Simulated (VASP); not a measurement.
## Si: single point with PBE

The system is Si.

```xyz
4
Lattice="3.9271 0.0000 0.0000 -1.9636 3.4010 0.0000 0.0000 0.0000 6.4894" Properties=species:S:1:pos:R:3 pbc="T T T"
Si    0.0000    2.2673    0.0027
Si    1.9636    1.1337    3.2474
Si    0.0000    2.2673    2.4308
Si    1.9636    1.1337    5.6755
```

This isn't the form of Si at room conditions, which is diamond.

```
Program                : VASP 6.6.1
Task                   : single point
Functional             : PBE
Potentials or basis    : VASP PAW PBE potentials, release 64 (Si)
Cutoff                 : 520 eV
k mesh                 : 6 × 6 × 4
Occupations            : gaussian, width 0.01 eV
Spin                   : no spin polarisation
Dipole correction      : no
Further INCAR settings : ALGO = Normal; EDIFF = 1e-06; NBANDS = 16
```

| Property | Result |
| --- | --- |
| Pressure | -4.6 GPa |
| Largest force | 0.028 eV/Å |
| Band gap on the k mesh | 0.56 eV (least direct gap 0.84 eV) |

Forces on the atoms (eV/Å):
```
Si   0.000  0.000 -0.028
Si   0.000  0.000 -0.028
Si   0.000  0.000  0.028
Si   0.000  0.000  0.028
```

Stress tensor (GPa, compression positive):
```
-4.51  0.00  0.00
 0.00 -4.51  0.00
 0.00  0.00 -4.75
```

Levels at points of the mesh, in eV from the valence-band top:
```csv
k point,band 4,band 5,band 6,band 7,band 8,band 9,band 10,band 11,band 12,band 13
"(0.00, 0.00, 0.00)",-1.41,-1.41,-0.30,0.00,0.00,0.84,2.05,2.05,2.11,2.87
"(0.50, 0.00, 0.00)",-5.78,-4.31,-2.83,-2.71,-1.34,0.56,2.23,3.08,3.17,4.18
"(0.00, 0.00, 0.50)",-4.06,-0.85,-0.85,-0.85,-0.85,1.60,1.60,2.99,2.99,2.99
"(0.50, 0.00, 0.50)",-6.95,-2.29,-2.29,-2.24,-2.24,0.92,0.92,1.80,1.80,5.51
```

Run time: 46 s on 1 thread of Intel Xeon 8259CL (shared host), peak memory 0.19 GiB.

Caveat: the cell stands under tension. A k mesh can miss the band edges.
